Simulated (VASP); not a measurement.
Crystal: SrO.

```xyz
2
Lattice="-0.0286 2.5513 2.5513 2.5513 -0.0286 2.5513 2.5513 2.5513 -0.0286" Properties=species:S:1:pos:R:3 pbc="T T T"
Sr    0.0000    0.0000    0.0000
O     2.5371    2.5371    2.5371
```

This cell differs from its parent crystal: strain along [111] -1.7%.

Base run:

```yaml
Program: VASP 6.6.1
Functional: r2SCAN
Potentials_or_basis: VASP PAW PBE potentials, release 64 (Sr_sv, O)
Cutoff: 520 eV
k_mesh: 8 × 8 × 8
Occupations: gaussian, width 0.01 eV
Spin: no spin polarisation
```

Its results: band gap on the k mesh 3.71 eV (least direct gap 3.81 eV); pressure 2.2 GPa.

Question: The run is repeated on the same cell with these changes: functional from r2SCAN to PBE; occupations from gaussian, width 0.01 eV to fermi-dirac, width 0.02 eV. What comes out?

Answer: Band gap on the k mesh 3.24 eV (least direct gap 3.33 eV); pressure 4.0 GPa.

Caveats: the PAW data sets were made with another functional, which shifts forces and pressure a little (at least some runs); the cell stands under pressure (at least some runs).

A k mesh can miss the band edges.
